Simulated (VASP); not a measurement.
# Ti in VASP: single point with LDA

Aim: the single point of Ti with LDA.

Program: VASP 6.6.1. These are calculated values, not measurements. Logs are shortened: lines on timing, memory, paths and dates and some standing lists are left out, and cuts for length are marked.

## Step 1: The cell of the first run

The cell holds a slab with vacuum, 12 atoms: a = 5.728 Å, b = 5.728 Å, c = 21.535 Å, α = 90.00°, β = 90.00°, γ = 120.00°.

## Step 2: Single point, LDA

The input, INCAR:

```
PREC = Accurate
ENCUT = 520
EDIFF = 1E-6
ISMEAR = 0
SIGMA = 0.1
LREAL = False
LASPH = True
NELM = 80
ALGO = Normal
ISIF = 2
LWAVE = False
LCHARG = True
LDIPOL = True
IDIPOL = 3
DIPOL = 0.5 0.5 0.496
GGA = CA
LELF = True
LVHAR = True
LVACPOTAV = True
NBANDS = 84
```

The input, KPOINTS:

```
regular mesh
0
Gamma
  6 6 1
```

The input, POSCAR:

```
Ti
1.0
    5.7279457226      0.0000000000      0.0000000000
   -2.8639728613      4.9605465073      0.0000000000
    0.0000000000      0.0000000000     21.5347341919
Ti
12
Direct
    0.1666666667      0.3333333333      0.3947111640
    0.1666666667      0.8333333333      0.3947111640
    0.6666666667      0.3333333333      0.3947111640
    0.6666666667      0.8333333333      0.3947111640
    0.3333333333      0.1666666667      0.4956039038
    0.3333333333      0.6666666667      0.4956039038
    0.8333333333      0.1666666667      0.4956039038
    0.8333333333      0.6666666667      0.4956039038
    0.1666666667      0.3333333333      0.5962434079
    0.1666666667      0.8333333333      0.5962434079
    0.6666666667      0.3333333333      0.5962434079
    0.6666666667      0.8333333333      0.5962434079
```

Potentials or basis: VASP PAW LDA potentials, release 64 (Ti_sv).

Run with:

```bash
cat potpaw_LDA.64/Ti_sv/POTCAR > POTCAR
mpirun -np 1 vasp_std > vasp.out
```

OUTCAR:

```text
PREC = Accurate
   ENCUT = 520
   EDIFF = 1E-6
   ISMEAR = 0
   LREAL = False
   LASPH = True
   NELM = 80
   ISIF = 2
   GGA = CA

 ion  position               nearest neighbor table
   1  0.167  0.333  0.395-   5 2.73   7 2.73   6 2.73   3 2.86   3 2.86   2 2.86   2 2.86   4 2.86
                             4 2.86
   2  0.167  0.833  0.395-   6 2.73   8 2.73   5 2.73   4 2.86   4 2.86   3 2.86   1 2.86   1 2.86
                             3 2.86
   3  0.667  0.333  0.395-   7 2.73   5 2.73   8 2.73   1 2.86   1 2.86   2 2.86   4 2.86   4 2.86
                             2 2.86
   4  0.667  0.833  0.395-   8 2.73   6 2.73   7 2.73   2 2.86   2 2.86   1 2.86   3 2.86   3 2.86
                             1 2.86
   5  0.333  0.167  0.496-   9 2.73  11 2.73  10 2.73   1 2.73   3 2.73   2 2.73   7 2.86   7 2.86
                             6 2.86   6 2.86   8 2.86   8 2.86
   6  0.333  0.667  0.496-  10 2.73  12 2.73   9 2.73   2 2.73   4 2.73   1 2.73   8 2.86   8 2.86
                             7 2.86   5 2.86   5 2.86   7 2.86
   7  0.833  0.167  0.496-  11 2.73   9 2.73  12 2.73   3 2.73   1 2.73   4 2.73   5 2.86   5 2.86
                             6 2.86   8 2.86   8 2.86   6 2.86
   8  0.833  0.667  0.496-  12 2.73  10 2.73  11 2.73   4 2.73   2 2.73   3 2.73   6 2.86   6 2.86
                             5 2.86   7 2.86   7 2.86   5 2.86
   9  0.167  0.333  0.596-   5 2.73   7 2.73   6 2.73  11 2.86  11 2.86  12 2.86  10 2.86  10 2.86
[... 14 lines left out ...]
 A1 = (   5.7279457226,   0.0000000000,   0.0000000000)
 A2 = (  -2.8639728613,   4.9605465073,   0.0000000000)
 A3 = (   0.0000000000,   0.0000000000,  21.5347341919)

Analysis of symmetry for initial positions (statically):
=====================================================================
 Subroutine PRICEL returns following result:

  LATTYP: Found a hexagonal cell.
 ALAT       =     2.8639728613
 C/A-ratio  =     7.5191823508

  Lattice vectors:

 A1 = (   2.8639728613,   0.0000000000,   0.0000000000)
 A2 = (  -1.4319864307,   2.4802732537,   0.0000000000)
 A3 = (   0.0000000000,   0.0000000000,  21.5347341919)

   4 primitive cells build up your supercell.

 Routine SETGRP: Setting up the symmetry group for a
 hexagonal supercell.

 Subroutine GETGRP returns: Found  6 space group operations
 (whereof  6 operations were pure point group operations)
 out of a pool of 24 trial point group operations.

The static configuration has the point symmetry C_3v.

Analysis of symmetry for dynamics (positions and initial velocities):
=====================================================================
 Subroutine PRICEL returns following result:

  LATTYP: Found a hexagonal cell.
[... 122 lines left out ...]
     AMIX_MAG =   1.60;   BMIX_MAG =  1.00
  volume/ion in A,a.u.               =      50.99       344.10
  Fermi-wavevector in a.u.,A,eV,Ry     =   1.010741  1.910023 13.899663  1.021596
  Thomas-Fermi vector in A             =   2.143748
   LORBIT       =      0    0 simple, 1 ext, 2 COOP (PROOUT), +10 PAW based schemes
   GGA     = CA    functional components
   LHFCALC =     F    Hartree Fock is set to
   AEXX    =    0.0000 exact exchange contribution
   IVDW    =     0    specifies the selected vdW correction
   LEPSILON=     F    determine dielectric tensor
   LRPA    =     F    only Hartree local field effects (RPA)
 non-spin polarized calculation
 Gauss-broadening in eV      SIGMA  =   0.10
  energy-cutoff  :      520.00
  volume of cell :      611.88
 maximum number of plane-waves:     16581
 NGX is ok and might be reduce to    48
   NGX = 21   NGY = 21   NGZ = 81

 dipolmoment           0.000000      0.000000     -0.000074 electrons x Angstroem

 number of electron     144.0000018 magnetization

 dipolmoment           0.000000      0.000000      0.000056 electrons x Angstroem

 Free energy of the ion-electron system (eV)
  ---------------------------------------------------
  ext. energy  EPLUGINS =         0.00000000
  ---------------------------------------------------
  free energy    TOTEN  =       -94.66901994 eV

  energy without entropy =      -94.56151371  energy(sigma->0) =      -94.61526683

 E-fermi :  -0.2854     XC(G=0):  -4.8196

 val. band max:       -0.3016078227   @ k =   0.3333  -0.0000   0.0000
 cond. band min:      -0.2771725329   @ k =   0.5000  -0.0000   0.0000
 fundamental gap:      0.0244352898
 Fermi energy:        -0.2854293184

 k-point     1 :       0.0000    0.0000    0.0000
  band No.  band energies     occupation
      1     -56.3240      2.00000
      2     -56.2997      2.00000
      3     -56.1998      2.00000
      4     -56.1998      2.00000
      5     -56.1998      2.00000
      6     -56.1966      2.00000
[... 598 lines left out ...]
     83       0.6809      0.00000
     84       0.6809      0.00000

------------------------ aborting loop because EDIFF is reached ----------------------------------------

  FORCE on cell =-STRESS in cart. coord.  units (eV):
  Direction    XX          YY          ZZ          XY          YZ          ZX
  --------------------------------------------------------------------------------------
  -------------------------------------------------------------------------------------
  Total       -5.6358822     -5.6358822     -0.1728543     -0.0000000      0.0000000     -0.0000000
  in kB      -14.7572201    -14.7572201     -0.4526086     -0.0000000      0.0000000     -0.0000000
  external PRESSURE =      -9.9890162 kB  Pullay stress =       0.0000000 kB

 VOLUME and BASIS-vectors are now :
 -----------------------------------------------------------------------------
  energy-cutoff  :      520.00
  volume of cell :      611.88
      direct lattice vectors                 reciprocal lattice vectors
     5.727945723  0.000000000  0.000000000     0.174582660  0.100795346  0.000000000
    -2.863972861  4.960546507  0.000000000     0.000000000  0.201590691  0.000000000
     0.000000000  0.000000000 21.534734192     0.000000000  0.000000000  0.046436608

 POSITION                                       TOTAL-FORCE (eV/Angst)
 -----------------------------------------------------------------------------------
      0.00000      1.65352      8.50000         0.000000      0.000000      0.014935
     -1.43199      4.13379      8.50000         0.000000      0.000000      0.014935
      2.86397      1.65352      8.50000         0.000000      0.000000      0.014935
      1.43199      4.13379      8.50000         0.000000      0.000000      0.014935
      1.43199      0.82676     10.67270        -0.000000     -0.000000     -0.018550
     -0.00000      3.30703     10.67270         0.000000      0.000000     -0.018550
      4.29596      0.82676     10.67270         0.000000     -0.000000     -0.018550
      2.86397      3.30703     10.67270         0.000000      0.000000     -0.018550
      0.00000      1.65352     12.83994        -0.000000     -0.000000      0.003615
     -1.43199      4.13379     12.83994        -0.000000     -0.000000      0.003615
      2.86397      1.65352     12.83994        -0.000000     -0.000000      0.003615
      1.43199      4.13379     12.83994         0.000000     -0.000000      0.003615
 -----------------------------------------------------------------------------------
    total drift:                               -0.000002      0.000001      0.000533

  FREE ENERGIE OF THE ION-ELECTRON SYSTEM (eV)
  ---------------------------------------------------
  free  energy   TOTEN  =       -94.6690199398 eV

  energy  without entropy=      -94.5615137106  energy(sigma->0) =      -94.61526683

 vacuum level on the upper side and lower side of the slab         4.440         4.440
```

OSZICAR:

```text
N       E                     dE             d eps       ncg     rms          rms(c)
DAV:   1     0.181857498735E+04    0.18186E+04   -0.78623E+04  1424   0.170E+03
DAV:   2     0.155885499127E+03   -0.16627E+04   -0.16328E+04  1224   0.551E+02
DAV:   3    -0.560561165449E+02   -0.21194E+03   -0.20528E+03  1872   0.172E+02
DAV:   4    -0.106699314832E+03   -0.50643E+02   -0.49776E+02  1904   0.651E+01
[... 24 lines left out ...]
DAV:  29    -0.946690124515E+02   -0.37524E-05   -0.55684E-07   760   0.360E-03    0.382E-03
DAV:  30    -0.946690151716E+02   -0.27201E-05   -0.99806E-07   832   0.620E-03    0.126E-03
DAV:  31    -0.946690169905E+02   -0.18189E-05   -0.45631E-07   720   0.298E-03    0.109E-03
DAV:  32    -0.946690191922E+02   -0.22017E-05   -0.25388E-07   728   0.229E-03    0.123E-03
DAV:  33    -0.946690199398E+02   -0.74755E-06   -0.95522E-08   696   0.199E-03
   1 F= -.94669020E+02 E0= -.94615267E+02  d E =-.107506E+00
```

Run time: 16 min. Hardware: 1 thread of Intel Xeon Platinum 8488C (Sapphire Rapids), shared host; peak memory 0.66 GiB.

What came out:

- Free energy: -94.6690 eV
- Largest force: 0.019 eV/Å
- Band gap on the k mesh: zero (bands 72 and 73 overlap by 0.92 eV)

Forces in eV/Å, atoms in the order of the input:
```
Ti   0.000  0.000  0.015
Ti   0.000  0.000  0.015
Ti   0.000  0.000  0.015
Ti   0.000  0.000  0.015
Ti   0.000  0.000 -0.019
Ti   0.000  0.000 -0.019
Ti   0.000  0.000 -0.019
Ti   0.000  0.000 -0.019
Ti   0.000  0.000  0.004
Ti   0.000  0.000  0.004
Ti   0.000  0.000  0.004
Ti   0.000  0.000  0.004
```

Levels at points of the mesh, in eV from the Fermi level:
| k point | band 69 | band 70 | band 71 | band 72 | band 73 | band 74 |
| --- | --- | --- | --- | --- | --- | --- |
| (0.00, 0.00, 0.00) | 0.08 | 0.08 | 0.08 | 0.73 | 0.73 | 0.75 |
| (0.50, 0.00, 0.00) | -0.38 | -0.38 | -0.16 | -0.16 | -0.12 | -0.12 |

The gap in the log of VASP goes by the Fermi energy; the results here count the filled bands.